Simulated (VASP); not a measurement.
# TaAl3N4 (Pm-3m) in VASP: notebook, part 2 of 2

VASP 6.6.1. The steps go on from the part before.

**3. Single point, PBE, collinear spin**

Input file INCAR:

```
SYSTEM = TaAl3N4
PREC = Accurate ; ENCUT = 520
EDIFF = 1E-6 ; ISMEAR = 0
SIGMA = 0.1 ; LREAL = .FALSE.
LASPH = .TRUE. ; NELM = 150
ALGO = Normal ; ISIF = 2
LWAVE = .FALSE. ; LCHARG = .FALSE.
ISPIN = 2 ; MAGMOM = 1 0 0 0 0 0 0 0
LORBIT = 11 ; LMAXMIX = 4
GGA = PE ; NBANDS = 34
```

Input file KPOINTS:

```
Automatic mesh
0
G
  4 4 4
  0 0 0
```

Input file POSCAR:

```
TaAl3N4
1.0
    4.2181691450      0.0000000000      0.0000000000
    0.0000000000      4.2181691450      0.0000000000
    0.0000000000      0.0000000000      4.2181691450
Ta Al N
1 3 4
Direct
    0.5000000000      0.5000000000      0.5000000000
    0.0000000000      0.5000000000      0.0000000000
    0.0000000000      0.0000000000      0.5000000000
    0.5000000000      0.0000000000      0.0000000000
    0.5000000000      0.0000000000      0.5000000000
    0.0000000000      0.0000000000      0.0000000000
    0.5000000000      0.5000000000      0.0000000000
    0.0000000000      0.5000000000      0.5000000000
```

Potentials or basis: VASP PAW PBE potentials, release 64 (Ta_pv, Al, N).

The run is started by

```
cat potpaw_PBE.64/Ta_pv/POTCAR potpaw_PBE.64/Al/POTCAR potpaw_PBE.64/N/POTCAR > POTCAR
mpirun -np 1 vasp_std > vasp.out
```

OUTCAR:

```text
SYSTEM = TaAl3N4
   PREC = Accurate
   ENCUT = 520
   EDIFF = 1E-6
   ISMEAR = 0
   LREAL = .FALSE.
   LASPH = .TRUE.
   NELM = 150
   ISIF = 2
   ISPIN = 2
   LORBIT = 11
   GGA = PE

 ion  position               nearest neighbor table
   1  0.500  0.500  0.500-   5 2.11   7 2.11   8 2.11   7 2.11   5 2.11   8 2.11   2 2.98   4 2.98
                             2 2.98   3 2.98   4 2.98   3 2.98   4 2.98   2 2.98   3 2.98   4 2.98
   2  0.000  0.500  0.000-   6 2.11   7 2.11   8 2.11   8 2.11   6 2.11   7 2.11   1 2.98   3 2.98
                             1 2.98   3 2.98   4 2.98   3 2.98   3 2.98   1 2.98   4 2.98   4 2.98
   3  0.000  0.000  0.500-   5 2.11   6 2.11   8 2.11   6 2.11   8 2.11   5 2.11   2 2.98   4 2.98
                             1 2.98   1 2.98   2 2.98   2 2.98   2 2.98   1 2.98   4 2.98   4 2.98
   4  0.500  0.000  0.000-   5 2.11   6 2.11   7 2.11   5 2.11   7 2.11   6 2.11   1 2.98   3 2.98
                             1 2.98   1 2.98   2 2.98   2 2.98   1 2.98   2 2.98   3 2.98   3 2.98
   5  0.500  0.000  0.500-   1 2.11   3 2.11   4 2.11   4 2.11   1 2.11   3 2.11
   6  0.000  0.000  0.000-   2 2.11   3 2.11   4 2.11   3 2.11   2 2.11   4 2.11
   7  0.500  0.500  0.000-   1 2.11   2 2.11   4 2.11   1 2.11   4 2.11   2 2.11
   8  0.000  0.500  0.500-   1 2.11   2 2.11   3 2.11   2 2.11   3 2.11   1 2.11

  LATTYP: Found a simple cubic cell.
 ALAT       =     4.2181691450

  Lattice vectors:

 A1 = (   4.2181691450,   0.0000000000,   0.0000000000)
 A2 = (   0.0000000000,   4.2181691450,   0.0000000000)
 A3 = (   0.0000000000,   0.0000000000,   4.2181691450)

Analysis of symmetry for initial positions (statically):
=====================================================================
 Subroutine PRICEL returns:
 Original cell was already a primitive cell.

 Routine SETGRP: Setting up the symmetry group for a
 simple cubic supercell.

 Subroutine GETGRP returns: Found 48 space group operations
 (whereof 48 operations were pure point group operations)
 out of a pool of 48 trial point group operations.

The static configuration has the point symmetry O_h .

Analysis of symmetry for dynamics (positions and initial velocities):
=====================================================================
 Subroutine PRICEL returns:
 Original cell was already a primitive cell.

 Routine SETGRP: Setting up the symmetry group for a
 simple cubic supercell.

 Subroutine GETGRP returns: Found 48 space group operations
 (whereof 48 operations were pure point group operations)
 out of a pool of 48 trial point group operations.

The dynamic configuration has the point symmetry O_h .

Analysis of structural, dynamic, and magnetic symmetry:
=====================================================================
 Subroutine PRICEL returns:
 Original cell was already a primitive cell.

 Routine SETGRP: Setting up the symmetry group for a
 simple cubic supercell.

 Subroutine GETGRP returns: Found 48 space group operations
 (whereof 48 operations were pure point group operations)
 out of a pool of 48 trial point group operations.

The overall configuration has the point symmetry O_h .

 Subroutine INISYM returns: Found 48 space group operations
 (whereof 48 operations are pure point group operations),
 and found     1 'primitive' translations

----------------------------------------------------------------------------------------

                                     Primitive cell

  volume of cell :      75.0537

  direct lattice vectors                    reciprocal lattice vectors
     4.218169145  0.000000000  0.000000000     0.237069678  0.000000000  0.000000000
[... 103 lines left out ...]
     AMIX_MAG =   1.60;   BMIX_MAG =  1.00
  volume/ion in A,a.u.               =       9.38        63.31
  Fermi-wavevector in a.u.,A,eV,Ry     =   1.327305  2.508243 23.969920  1.761739
  Thomas-Fermi vector in A             =   2.456628
   LORBIT       =     11    0 simple, 1 ext, 2 COOP (PROOUT), +10 PAW based schemes
   GGA     = PE    functional components
   LHFCALC =     F    Hartree Fock is set to
   AEXX    =    0.0000 exact exchange contribution
   IVDW    =     0    specifies the selected vdW correction
   LEPSILON=     F    determine dielectric tensor
   LRPA    =     F    only Hartree local field effects (RPA)
 spin polarized calculation
 Gauss-broadening in eV      SIGMA  =   0.10
  energy-cutoff  :      520.00
  volume of cell :       75.05
 maximum number of plane-waves:      2048
 NGX is ok and might be reduce to    32
   NGX = 15   NGY = 15   NGZ = 15

 number of electron      39.9999988 magnetization       0.0769330

 Free energy of the ion-electron system (eV)
  ---------------------------------------------------
  ext. energy  EPLUGINS =         0.00000000
  ---------------------------------------------------
  free energy    TOTEN  =       -63.07375945 eV

  energy without entropy =      -63.05079778  energy(sigma->0) =      -63.06227862

 E-fermi :  11.3991     XC(G=0): -12.3429

 val. band max:       11.3822518380   @ k =   0.2500   0.2500   0.0000
 cond. band min:      11.4139267688   @ k =   0.2500   0.2500   0.0000
 fundamental gap:      0.0316749308
 Fermi energy:        11.3991414207

 spin component 1

 k-point     1 :       0.0000    0.0000    0.0000
  band No.  band energies     occupation
      1     -24.1343      1.00000
      2     -24.1343      1.00000
      3     -24.1343      1.00000
      4      -8.3179      1.00000
      5      -5.6265      1.00000
      6      -5.6265      1.00000
[... 339 lines left out ...]
     31      18.0586      0.00000
     32      19.3820      0.00000
 Fermi energy:        11.3991414207

 spin component 2

 k-point     1 :       0.0000    0.0000    0.0000
  band No.  band energies     occupation
      1     -24.1079      1.00000
      2     -24.1079      1.00000
      3     -24.1079      1.00000
      4      -8.3117      1.00000
      5      -5.6220      1.00000
      6      -5.6220      1.00000
[... 339 lines left out ...]
     31      18.0655      0.00000
     32      19.3876      0.00000
 [bands above 32 left out]

------------------------ aborting loop because EDIFF is reached ----------------------------------------

  FORCE on cell =-STRESS in cart. coord.  units (eV):
  Direction    XX          YY          ZZ          XY          YZ          ZX
  --------------------------------------------------------------------------------------
  -------------------------------------------------------------------------------------
  Total        0.1005224      0.1005224      0.1005224     -0.0000000     -0.0000000      0.0000000
  in kB        2.1458605      2.1458605      2.1458605     -0.0000000     -0.0000000      0.0000000
  external PRESSURE =       2.1458605 kB  Pullay stress =       0.0000000 kB

 VOLUME and BASIS-vectors are now :
 -----------------------------------------------------------------------------
  energy-cutoff  :      520.00
  volume of cell :       75.05
      direct lattice vectors                 reciprocal lattice vectors
     4.218169145  0.000000000  0.000000000     0.237069678  0.000000000  0.000000000
     0.000000000  4.218169145  0.000000000     0.000000000  0.237069678  0.000000000
     0.000000000  0.000000000  4.218169145     0.000000000  0.000000000  0.237069678

 POSITION                                       TOTAL-FORCE (eV/Angst)
 -----------------------------------------------------------------------------------
      2.10908      2.10908      2.10908         0.000000      0.000000      0.000000
      0.00000      2.10908      0.00000         0.000000      0.000000      0.000000
      0.00000      0.00000      2.10908         0.000000      0.000000      0.000000
      2.10908      0.00000      0.00000         0.000000      0.000000      0.000000
      2.10908      0.00000      2.10908         0.000000      0.000000      0.000000
      0.00000      0.00000      0.00000         0.000000      0.000000      0.000000
      2.10908      2.10908      0.00000         0.000000      0.000000      0.000000
      0.00000      2.10908      2.10908         0.000000      0.000000      0.000000
 -----------------------------------------------------------------------------------
    total drift:                                0.000000     -0.000000     -0.000000

  FREE ENERGIE OF THE ION-ELECTRON SYSTEM (eV)
  ---------------------------------------------------
  free  energy   TOTEN  =       -63.0737594475 eV

  energy  without entropy=      -63.0507977836  energy(sigma->0) =      -63.06227862

 total charge

# of ion       s       p       d       tot
------------------------------------------
    1        0.316   6.302   2.550   9.169
    2        0.307   0.340   0.000   0.647
    3        0.307   0.340   0.000   0.647
    4        0.307   0.340   0.000   0.647
    5        1.226   2.576   0.000   3.802
    6        1.217   2.538   0.000   3.755
    7        1.226   2.576   0.000   3.802
    8        1.226   2.576   0.000   3.802
--------------------------------------------------
tot          6.132  17.588   2.550  26.271

 magnetization (x)

# of ion       s       p       d       tot
------------------------------------------
    1        0.000   0.000   0.039   0.040
    2        0.002   0.000   0.000   0.002
    3        0.002   0.000   0.000   0.002
    4        0.002   0.000   0.000   0.002
    5        0.000   0.001   0.000   0.001
    6       -0.000  -0.001   0.000  -0.001
    7        0.000   0.001   0.000   0.001
    8        0.000   0.001   0.000   0.001
--------------------------------------------------
tot          0.006   0.002   0.039   0.047
```

Wall time 2.1 min (1 thread of Intel Xeon 8259CL, shared host); peak memory 0.22 GiB.

What came out:

```yaml
Free_energy: -63.0738 eV
Pressure: 0.2 GPa
Net_moment: 0.08 μB per cell
Site_moments: Ta +0.04; Al +0.00; N +0.00, -0.00 (each value once) μB
Valence_electrons_inside_the_program's_atomic_spheres: Ta 9.17; Al 0.65; N 3.80, 3.75 (each value once)
```

Levels at points of the mesh, in eV from the Fermi level:
Spin up:
```
           k point  band 17  band 18  band 19  band 20  band 21  band 22
(0.00, 0.00, 0.00)    -3.25    -3.25    -3.25    -2.07    -2.07    -2.07
(0.50, 0.00, 0.00)    -5.16    -3.91    -3.91    -1.71     1.52     1.52
(0.50, 0.50, 0.00)    -4.49    -4.30    -4.30     1.62     1.62     2.32
(0.50, 0.50, 0.50)    -4.44    -4.44    -4.44     1.79     2.25     2.25
```
Spin down:
```csv
k point,band 17,band 18,band 19,band 20,band 21,band 22
"(0.00, 0.00, 0.00)",-3.25,-3.25,-3.25,-2.03,-2.03,-2.03
"(0.50, 0.00, 0.00)",-5.16,-3.90,-3.90,-1.66,1.55,1.55
"(0.50, 0.50, 0.00)",-4.49,-4.30,-4.30,1.66,1.66,2.36
"(0.50, 0.50, 0.50)",-4.44,-4.44,-4.44,1.80,2.26,2.26
```

Caveat: the k points lie up to 0.37 Å⁻¹ apart; spin-orbit coupling is left out, which moves the levels of the heavy elements.

**4. Single point, PBE, collinear spin**

This run uses another cell than the first one, of 13.09 Å³/atom.

Input file INCAR:

```
SYSTEM = TaAl3N4
PREC = Accurate
ENCUT = 520
EDIFF = 1E-7
ISMEAR = 0
SIGMA = 0.1
LREAL = .FALSE.
LASPH = .TRUE.
NELM = 150
ALGO = Normal
ISIF = 2
LWAVE = .FALSE.
LCHARG = .FALSE.
ISPIN = 2
MAGMOM = 1 0 0 0 0 0 0 0
LORBIT = 11
LMAXMIX = 4
GGA = PE
NBANDS = 34
```

KPOINTS is that of step 3.

Changes to POSCAR since step 3:

```diff
@@ -2,5 +2,5 @@
 1.0
-    4.2181691450      0.0000000000      0.0000000000
-    0.0000000000      4.2181691450      0.0000000000
-    0.0000000000      0.0000000000      4.2181691450
+    4.7140467400      0.0000000000      0.0000000000
+    0.0000000000      4.7140467400      0.0000000000
+    0.0000000000      0.0000000000      4.7140467400
 Ta Al N
```

The run is started by

```
cat potpaw_PBE.64/Ta_pv/POTCAR potpaw_PBE.64/Al/POTCAR potpaw_PBE.64/N/POTCAR > POTCAR
mpirun -np 1 vasp_std > vasp.out
```

Wall time 4 min (1 thread of Intel Xeon 8259CL, shared host); peak memory 0.27 GiB.

It converged, with:

* Free energy: -58.2560 eV
* Pressure: -39.2 GPa
* Net moment: 1.27 μB per cell
* Site moments: Ta +0.77; Al +0.02; N +0.00, +0.01 (each value once) μB
* Valence electrons inside the program's atomic spheres: Ta 8.49; Al 0.57; N 3.57, 3.54 (each value once)

Levels at points of the mesh, in eV from the Fermi level:
Spin up:
| k point | band 16 | band 17 | band 18 | band 19 | band 20 | band 21 | band 22 | band 23 | band 24 | band 25 |
| --- | --- | --- | --- | --- | --- | --- | --- | --- | --- | --- |
| (0.00, 0.00, 0.00) | -3.43 | -2.26 | -2.26 | -2.26 | -1.72 | -1.35 | -1.35 | -1.35 | -1.18 | -1.18 |
| (0.50, 0.00, 0.00) | -3.44 | -3.44 | -2.94 | -2.94 | -1.20 | 0.72 | 0.72 | 1.22 | 1.38 | 1.83 |
| (0.50, 0.50, 0.00) | -3.74 | -2.91 | -2.72 | -2.72 | 0.75 | 0.75 | 0.95 | 1.92 | 3.17 | 3.28 |
| (0.50, 0.50, 0.50) | -2.97 | -2.87 | -2.87 | -2.87 | 1.36 | 1.38 | 1.38 | 1.38 | 1.72 | 1.72 |
Spin down:
```
           k point  band 16  band 17  band 18  band 19  band 20  band 21  band 22  band 23
(0.00, 0.00, 0.00)    -3.39    -2.25    -2.25    -2.25    -1.63    -1.09    -1.09    -0.57
(0.50, 0.00, 0.00)    -3.37    -3.37    -2.92    -2.92    -0.39     1.28     1.44     1.44
(0.50, 0.50, 0.00)    -3.66    -2.89    -2.69    -2.69     1.49     1.49     1.69     2.31
(0.50, 0.50, 0.50)    -2.87    -2.84    -2.84    -2.84     1.47     1.89     1.89     1.89
```

Caveat: the cell stands under tension; spin-orbit coupling is left out, which moves the levels of the heavy elements.

**5. Overview**

```csv
spin,cell,k mesh,gap on the mesh (eV),pressure (GPa),moment (μB)
off,"a = 4.218 Å, 8 atoms",10 × 10 × 10,none,0.1,-
collinear,"a = 4.218 Å, 8 atoms",4 × 4 × 4,none,0.2,0.08
collinear,"a = 4.714 Å, 8 atoms",4 × 4 × 4,none,-39.2,1.27
```

Alike in all rows: task single point; level PBE; potentials or basis VASP PAW PBE potentials, release 64 (Ta_pv, Al, N); cutoff (eV) 520; smearing gaussian 0.1 eV.

Caveats: some runs use coarse meshes; spin-orbit coupling is left out, which moves the levels of the heavy elements; the cell stands under tension (at least some runs).

Absolute energies hang on the potentials; compare differences alone.

The gap in the log of VASP goes by the Fermi energy; the results here count the filled bands.